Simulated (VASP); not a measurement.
Input of a VASP 6.6.1 run:

INCAR

```
PREC = Accurate
ENCUT = 520
EDIFF = 1E-6
ISMEAR = 0
SIGMA = 0.1
LREAL = False
LASPH = True
NELM = 60
ALGO = Normal
ISIF = 2
LWAVE = False
LCHARG = False
GGA = PE
NBANDS = 14
```

File KPOINTS:

```
Automatic mesh
0
Gamma
  16 16 16
```

Contents of POSCAR:

```
HfC
1.0
    0.0000000000      2.3487754142      2.3487754142
    2.3487754142      0.0000000000      2.3487754142
    2.3487754142      2.3487754142      0.0000000000
Hf C
1 1
Direct
    0.5000000000      0.5000000000      0.5000000000
    0.0000000000      0.0000000000      0.0000000000
```

Potentials or basis: VASP PAW PBE potentials, release 64 (Hf_pv, C).

Run with:

```bash
$ cat potpaw_PBE.64/Hf_pv/POTCAR potpaw_PBE.64/C/POTCAR > POTCAR
$ mpirun -np 1 vasp_std > vasp.out
```

Problem. Predict the pressure.

Solution. -7.3 GPa.

Problem. Predict the band gap on the k mesh.

Solution. Zero (band 7 reaches 6.71 eV, above the bottom of band 8 at 5.30 eV).

Caveat: spin-orbit coupling is left out, which moves the levels of the heavy elements.
